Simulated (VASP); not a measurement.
Set up this calculation in VASP 6.6.1, as the native input.

* Task: single point
* Functional: r2SCAN
* Potentials or basis: VASP PAW PBE potentials, release 64 (Pt, Fe)
* Cutoff: 660 eV
* k mesh: 7 × 7 × 5
* Occupations: fermi-dirac, width 0.05 eV
* Spin: non-collinear spin, typed start, spin-orbit coupling
* Starting moments: [[0.0, 0.0, 0.0], [3.0, 0.0, 0.0]] μB
* Dipole correction: no
* Further INCAR settings: ALGO = Normal; EDIFF = 1e-06; NBANDS = 30

Crystal: FePt.

```
Pt Fe
1.0
     2.72350    0.00000    0.00000
     0.00000    2.72350    0.00000
     0.00000    0.00000    3.72000
Pt Fe
1 1
Direct
  0.50000 0.50000 0.50000
  0.00000 0.00000 0.00000
```

One way to write it, as run:

POSCAR

```
FePt
1.0
    2.7235000000      0.0000000000      0.0000000000
    0.0000000000      2.7235000000      0.0000000000
    0.0000000000      0.0000000000      3.7200000000
Pt Fe
1 1
Direct
    0.5000000000      0.5000000000      0.5000000000
    0.0000000000      0.0000000000      0.0000000000
```

INCAR.step1

```
ALGO = Normal
EDIFF = 1E-5
ENCUT = 660
GGA = PE
GGA_COMPAT = False
ISMEAR = -1
LASPH = True
LCHARG = False
LMAXMIX = 4
LNONCOLLINEAR = True
LREAL = False
LSORBIT = True
LWAVE = True
MAGMOM = 0 0 0 3 0 0
NBANDS = 30
NELM = 200
PREC = Accurate
SIGMA = 0.05
```

INCAR.step2

```
ALGO = Normal
EDIFF = 1E-6
ENCUT = 660
GGA_COMPAT = False
ISIF = 2
ISMEAR = -1
ISTART = 1
LASPH = True
LCHARG = False
LMAXMIX = 4
LMIXTAU = True
LNONCOLLINEAR = True
LORBIT = 11
LORBMOM = True
LREAL = False
LSORBIT = True
LWAVE = False
MAGMOM = 0 0 0 3 0 0
METAGGA = R2SCAN
NBANDS = 30
NELM = 200
PREC = Accurate
SIGMA = 0.05
```

KPOINTS

```
k-points
0
Gamma
  7 7 5
```

Potentials or basis: VASP PAW PBE potentials, release 64 (Pt, Fe).

Command:

```console
$ cat potpaw_PBE.64/Pt/POTCAR potpaw_PBE.64/Fe/POTCAR > POTCAR
$ cp INCAR.step1 INCAR
$ mpirun -np 1 vasp_ncl > vasp.out
$ cp INCAR.step2 INCAR
$ mpirun -np 1 vasp_ncl > vasp.out
```

It gave:

The pressure is 1.4 GPa, the net moment is 3.48 μB per cell and the valence electrons inside the program's atomic spheres are Pt 9.47; Fe 6.96.

Caveat: the PAW data sets were made with another functional, which shifts forces and pressure a little.

Run time: 33 min on 1 thread of Intel(R) Xeon(R) 6975P-C (Granite Rapids), with other jobs on the host, peak memory 0.38 GiB.
